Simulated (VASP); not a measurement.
# CuI in VASP: single point with PBE

Aim: the single point of CuI with PBE.

Program: VASP 6.6.1. These are calculated values, not measurements. Logs are shortened: lines on timing, memory, paths and dates and some standing lists are left out, and cuts for length are marked.

### 1 The cell of the first run

The cell holds a wire or tube with vacuum around it, 4 atoms: a = 11.500 Å, b = 9.300 Å, c = 4.306 Å, α = 90.00°, β = 90.00°, γ = 90.00°.

### 2 Single point, PBE, collinear spin

Contents of INCAR:

```
PREC = Accurate
ENCUT = 520
EDIFF = 1E-6
ISMEAR = 0
SIGMA = 0.05
LREAL = False
LASPH = True
NELM = 150
ALGO = Normal
ISIF = 2
LWAVE = False
LCHARG = False
ISPIN = 2
MAGMOM = 0.5 0.5 0.5 0.5
LORBIT = 11
LMAXMIX = 4
GGA = PE
NBANDS = 30
```

Contents of KPOINTS:

```
regular mesh
0
Gamma
  1 1 14
```

Contents of POSCAR:

```
CuI
1.0
   11.5000000000      0.0000000000      0.0000000000
    0.0000000000      9.3000000000      0.0000000000
    0.0000000000      0.0000000000      4.3062501373
Cu I
2 2
Direct
    0.4473264169      0.5000000000      0.0000000000
    0.5526735831      0.5000000000      0.5000000000
    0.3243366151      0.5000000000      0.5000000000
    0.6756633849      0.5000000000      0.0000000000
```

Potentials or basis: VASP PAW PBE potentials, release 64 (Cu, I).

The run is started by

```
$ cat potpaw_PBE.64/Cu/POTCAR potpaw_PBE.64/I/POTCAR > POTCAR
$ mpirun -np 1 vasp_std > vasp.out
```

OUTCAR:

```text
PREC = Accurate
   ENCUT = 520
   EDIFF = 1E-6
   ISMEAR = 0
   LREAL = False
   LASPH = True
   NELM = 150
   ISIF = 2
   ISPIN = 2
   LORBIT = 11
   GGA = PE

 ion  position               nearest neighbor table
   1  0.447  0.500  0.000-   2 2.47   2 2.47   3 2.58   3 2.58   4 2.63
   2  0.553  0.500  0.500-   1 2.47   1 2.47   4 2.58   4 2.58   3 2.63
   3  0.324  0.500  0.500-   1 2.58   1 2.58   2 2.63
   4  0.676  0.500  0.000-   2 2.58   2 2.58   1 2.63

  LATTYP: Found a simple orthorhombic cell.
 ALAT       =     4.3062501373
 B/A-ratio  =     2.1596516002
 C/A-ratio  =     2.6705369250

  Lattice vectors:

 A1 = (   0.0000000000,   0.0000000000,  -4.3062501373)
 A2 = (   0.0000000000,   9.3000000000,   0.0000000000)
 A3 = (  11.5000000000,   0.0000000000,   0.0000000000)

Analysis of symmetry for initial positions (statically):
=====================================================================
 Subroutine PRICEL returns:
 Original cell was already a primitive cell.

 Routine SETGRP: Setting up the symmetry group for a
 simple orthorhombic supercell.

 Subroutine GETGRP returns: Found  8 space group operations
 (whereof  4 operations were pure point group operations)
 out of a pool of  8 trial point group operations.

The static configuration has the point symmetry C_2v.
 The point group associated with its full space group is D_2h.

Analysis of symmetry for dynamics (positions and initial velocities):
=====================================================================
 Subroutine PRICEL returns:
 Original cell was already a primitive cell.

 Routine SETGRP: Setting up the symmetry group for a
 simple orthorhombic supercell.

 Subroutine GETGRP returns: Found  8 space group operations
 (whereof  4 operations were pure point group operations)
 out of a pool of  8 trial point group operations.

The dynamic configuration has the point symmetry C_2v.
 The point group associated with its full space group is D_2h.

Analysis of structural, dynamic, and magnetic symmetry:
=====================================================================
 Subroutine PRICEL returns:
 Original cell was already a primitive cell.

 Routine SETGRP: Setting up the symmetry group for a
 simple orthorhombic supercell.

 Subroutine GETGRP returns: Found  8 space group operations
 (whereof  4 operations were pure point group operations)
 out of a pool of  8 trial point group operations.

The overall configuration has the point symmetry C_2v.
 The point group associated with its full space group is D_2h.

 Subroutine INISYM returns: Found  8 space group operations
 (whereof  4 operations are pure point group operations),
 and found     1 'primitive' translations

----------------------------------------------------------------------------------------

                                     Primitive cell

  volume of cell :     460.5535

  direct lattice vectors                    reciprocal lattice vectors
    11.500000000  0.000000000  0.000000000     0.086956522  0.000000000  0.000000000
     0.000000000  9.300000000  0.000000000     0.000000000  0.107526882  0.000000000
     0.000000000  0.000000000  4.306250137     0.000000000  0.000000000  0.232220602

  length of vectors
    11.500000000  9.300000000  4.306250137     0.086956522  0.107526882  0.232220602

  position of ions in fractional coordinates (direct lattice)
     0.447326417  0.500000000  0.000000000
     0.552673583  0.500000000  0.500000000
     0.324336615  0.500000000  0.500000000
     0.675663385  0.500000000  0.000000000

  ion indices of the primitive-cell ions
   primitive index   ion index
                 1           1
                 2           2
                 3           3
                 4           4

----------------------------------------------------------------------------------------

 KPOINTS: regular mesh

Automatic generation of k-mesh.
 Grid dimensions read from file:
 generate k-points for:    1    1   14

 Generating k-lattice:

  Cartesian coordinates                     Fractional coordinates (reciprocal lattice)
     0.086956522  0.000000000  0.000000000     1.000000000  0.000000000  0.000000000
     0.000000000  0.107526882  0.000000000     0.000000000  1.000000000  0.000000000
     0.000000000  0.000000000  0.016587186     0.000000000  0.000000000  0.071428571

  Length of vectors
     0.086956522  0.107526882  0.016587186

  Shift w.r.t. Gamma in fractional coordinates (k-lattice)
     0.000000000  0.000000000  0.000000000

 Subroutine IBZKPT returns following result:
 ===========================================

 Found      8 irreducible k-points:

 Following reciprocal coordinates:
            Coordinates               Weight
  0.000000  0.000000  0.000000      1.000000
  0.000000  0.000000  0.071429      2.000000
  0.000000  0.000000  0.142857      2.000000
  0.000000  0.000000  0.214286      2.000000
  0.000000  0.000000  0.285714      2.000000
  0.000000  0.000000  0.357143      2.000000
  0.000000  0.000000  0.428571      2.000000
  0.000000  0.000000  0.500000      1.000000
   k-points           NKPTS =      8   k-points in BZ     NKDIM =      8   number of bands    NBANDS=     30
   number of dos      NEDOS =    301   number of ions     NIONS =      4
   total plane-waves  NPLWV = 201600
   dimension x,y,z NGX =    90 NGY =   70 NGZ =   32
   dimension x,y,z NGXF=   180 NGYF=  140 NGZF=   64
   ions per type =               2   2
   NGX,Y,Z   is equivalent  to a cutoff of  13.01, 12.51, 12.35 a.u.
   NGXF,Y,Z  is equivalent  to a cutoff of  26.02, 25.03, 24.71 a.u.
 SYSTEM =  unknown system
   PREC   = accura    normal or accurate (medium, high low for compatibility)
   ISTART =      0    job   : 0-new  1-cont  2-samecut
   ICHARG =      2    charge: 1-file 2-atom 10-const
   ISPIN  =      2    spin polarized calculation?
   LNONCOLLINEAR =      F non collinear calculations
   LSORBIT =      F    spin-orbit coupling
   LASPH  =      T    aspherical Exc in radial PAW
   ENCUT  =  520.0 eV  38.22 Ry    6.18 a.u.  21.38 17.29  8.01*2*pi/ulx,y,z
   NELM   =    150;   NELMIN=  2; NELMDL= -5     # of ELM steps
   EDIFF  = 0.1E-05   stopping-criterion for ELM
   LREAL  =      F    real-space projection
   EDIFFG = 0.1E-04   stopping-criterion for IOM
   NSW    =      0    number of steps for IOM
   IBRION =     -1    ionic relax: 0-MD 1-quasi-New 2-CG
   NFREE  =      0    steps in history (QN), initial steepest desc. (CG)
   ISIF   =      2    stress and relaxation
   ISYM   =      2    0-nonsym 1-usesym 2-fastsym
   POTIM  = 0.5000    time-step for ionic-motion
   TEBEG  =    0.0;   TEEND  =   0.0 temperature during run
   PSTRESS=    0.0 pullay stress
   NELECT =      36.0000    total number of electrons
   NUPDOWN=      -1.0000    fix difference up-down
   EMIN   =  10.00;   EMAX   =-10.00  energy-range for DOS
   EFERMI =   0.00;   METHOD = LEGACY
   ISMEAR =     0;   SIGMA  =   0.05  broadening in eV -4-tet -1-fermi 0-gaus
   EFERMI_NEDOS =   21; number of points for ismear=-14 and -15
   IALGO  =     38    algorithm
   IMIX   =      4    mixing-type and parameters
     AMIX     =   0.40;   BMIX     =  1.00
     AMIX_MAG =   1.60;   BMIX_MAG =  1.00
  volume/ion in A,a.u.               =     115.14       776.99
  Fermi-wavevector in a.u.,A,eV,Ry     =   0.699975  1.322760  6.666372  0.489965
  Thomas-Fermi vector in A             =   1.784001
   LORBIT       =     11    0 simple, 1 ext, 2 COOP (PROOUT), +10 PAW based schemes
   GGA     = PE    functional components
   LHFCALC =     F    Hartree Fock is set to
   AEXX    =    0.0000 exact exchange contribution
   IVDW    =     0    specifies the selected vdW correction
   LEPSILON=     F    determine dielectric tensor
   LRPA    =     F    only Hartree local field effects (RPA)
 spin polarized calculation
 Gauss-broadening in eV      SIGMA  =   0.05
  energy-cutoff  :      520.00
  volume of cell :      460.55
 maximum number of plane-waves:     12442
 NGX is ok and might be reduce to    90
   NGX = 43   NGY = 35   NGZ = 17

 number of electron      36.0000035 magnetization      -0.0000619

 number of electron      36.0000035 magnetization       0.0000177

 Free energy of the ion-electron system (eV)
  ---------------------------------------------------
  ext. energy  EPLUGINS =         0.00000000
  ---------------------------------------------------
  free energy    TOTEN  =       -10.95572894 eV

  energy without entropy =      -10.95572894  energy(sigma->0) =      -10.95572894

 E-fermi :  -2.2785     XC(G=0):  -3.1826

 val. band max:       -2.5625938172   @ k =   0.0000   0.0000   0.0000
 cond. band min:      -0.6576452844   @ k =   0.0000   0.0000   0.0000
 fundamental gap:      1.9049485328
 Fermi energy:        -2.2785453126

 spin component 1

 k-point     1 :       0.0000    0.0000    0.0000
  band No.  band energies     occupation
      1     -15.9051      1.00000
      2     -15.6393      1.00000
      3      -7.7607      1.00000
      4      -6.7981      1.00000
      5      -6.4519      1.00000
      6      -5.9811      1.00000
[... 22 lines left out ...]
     29       3.9196      0.00000
     30       4.0361      0.00000

 k-point     2 :       0.0000    0.0000    0.0714
  band No.  band energies     occupation
      1     -15.8917      1.00000
      2     -15.6323      1.00000
      3      -7.7596      1.00000
      4      -6.7927      1.00000
      5      -6.4698      1.00000
      6      -6.0044      1.00000
[... 22 lines left out ...]
     29       3.9428      0.00000
     30       4.2727      0.00000

 k-point     3 :       0.0000    0.0000    0.1429
  band No.  band energies     occupation
      1     -15.8533      1.00000
      2     -15.6128      1.00000
      3      -7.7638      1.00000
      4      -6.7844      1.00000
      5      -6.5053      1.00000
      6      -6.1089      1.00000
[... 131 lines left out ...]
      6      -6.3135      1.00000
[... 22 lines left out ...]
     29       4.6267      0.00000
     30       4.7238      0.00000

 k-point     8 :       0.0000    0.0000    0.5000
  band No.  band energies     occupation
      1     -15.5531      1.00000
      2     -15.5531      1.00000
      3      -7.7864      1.00000
      4      -7.7864      1.00000
      5      -6.2899      1.00000
      6      -6.2899      1.00000
[... 22 lines left out ...]
     29       4.2488      0.00000
     30       4.2488      0.00000
 Fermi energy:        -2.2785453126

 spin component 2

 k-point     1 :       0.0000    0.0000    0.0000
  band No.  band energies     occupation
      1     -15.9051      1.00000
      2     -15.6393      1.00000
      3      -7.7607      1.00000
      4      -6.7981      1.00000
      5      -6.4519      1.00000
      6      -5.9811      1.00000
[... 22 lines left out ...]
     29       3.8996      0.00000
     30       4.0365      0.00000

 k-point     2 :       0.0000    0.0000    0.0714
  band No.  band energies     occupation
      1     -15.8917      1.00000
      2     -15.6323      1.00000
      3      -7.7596      1.00000
      4      -6.7927      1.00000
      5      -6.4698      1.00000
      6      -6.0044      1.00000
[... 22 lines left out ...]
     29       3.9225      0.00000
     30       4.2730      0.00000

 k-point     3 :       0.0000    0.0000    0.1429
  band No.  band energies     occupation
      1     -15.8534      1.00000
      2     -15.6128      1.00000
      3      -7.7638      1.00000
      4      -6.7844      1.00000
      5      -6.5053      1.00000
      6      -6.1089      1.00000
[... 154 lines left out ...]
     29       4.6206      0.00000
     30       4.7233      0.00000

 k-point     8 :       0.0000    0.0000    0.5000
  band No.  band energies     occupation
      1     -15.5531      1.00000
      2     -15.5531      1.00000
      3      -7.7864      1.00000
      4      -7.7864      1.00000
      5      -6.2899      1.00000
      6      -6.2899      1.00000
[... 22 lines left out ...]
     29       4.2480      0.00000
     30       4.2480      0.00000

------------------------ aborting loop because EDIFF is reached ----------------------------------------

  FORCE on cell =-STRESS in cart. coord.  units (eV):
  Direction    XX          YY          ZZ          XY          YZ          ZX
  --------------------------------------------------------------------------------------
  -------------------------------------------------------------------------------------
  Total        0.0777625      0.0068319      0.0301980      0.0000000      0.0000000      0.0000000
  in kB        0.2705208      0.0237669      0.1050530      0.0000000      0.0000000      0.0000000
  external PRESSURE =       0.1331136 kB  Pullay stress =       0.0000000 kB

 VOLUME and BASIS-vectors are now :
 -----------------------------------------------------------------------------
  energy-cutoff  :      520.00
  volume of cell :      460.55
      direct lattice vectors                 reciprocal lattice vectors
    11.500000000  0.000000000  0.000000000     0.086956522  0.000000000  0.000000000
     0.000000000  9.300000000  0.000000000     0.000000000  0.107526882  0.000000000
     0.000000000  0.000000000  4.306250137     0.000000000  0.000000000  0.232220602

 POSITION                                       TOTAL-FORCE (eV/Angst)
 -----------------------------------------------------------------------------------
      5.14425      4.65000      0.00000        -0.011447      0.000000      0.000000
      6.35575      4.65000      2.15313         0.011447      0.000000      0.000000
      3.72987      4.65000      2.15313        -0.008910      0.000000      0.000000
      7.77013      4.65000      0.00000         0.008910      0.000000      0.000000
 -----------------------------------------------------------------------------------
    total drift:                                0.000000      0.000000     -0.000000

  FREE ENERGIE OF THE ION-ELECTRON SYSTEM (eV)
  ---------------------------------------------------
  free  energy   TOTEN  =       -10.9557289417 eV

  energy  without entropy=      -10.9557289417  energy(sigma->0) =      -10.95572894

 total charge

# of ion       s       p       d       tot
------------------------------------------
    1        0.362   0.279   9.312   9.952
    2        0.362   0.279   9.312   9.952
    3        1.500   2.754   0.040   4.293
    4        1.500   2.754   0.040   4.293
--------------------------------------------------
tot          3.724   6.065  18.702  28.491

 magnetization (x)

# of ion       s       p       d       tot
------------------------------------------
    1       -0.000   0.000  -0.000  -0.000
    2       -0.000   0.000  -0.000  -0.000
    3       -0.000  -0.000  -0.000  -0.000
    4       -0.000  -0.000  -0.000  -0.000
--------------------------------------------------
tot         -0.000  -0.000  -0.000  -0.000
```

Run time: 3.4 min. Hardware: 1 thread of AMD EPYC 9R45 (Zen 5), shared host; peak memory 0.69 GiB.

What came out:

* Free energy: -10.9557 eV
* Largest force: 0.011 eV/Å
* Band gap on the k mesh: 1.91 eV
* Net moment: 0.00 μB per cell
* Valence electrons inside the program's atomic spheres: Cu 9.95; I 4.29

Forces on the atoms (eV/Å):
```
Cu  -0.011  0.000  0.000
Cu   0.011  0.000  0.000
I   -0.009  0.000  0.000
I    0.009  0.000  0.000
```

Caveat: spin-orbit coupling is left out, which moves the levels of the heavy elements.
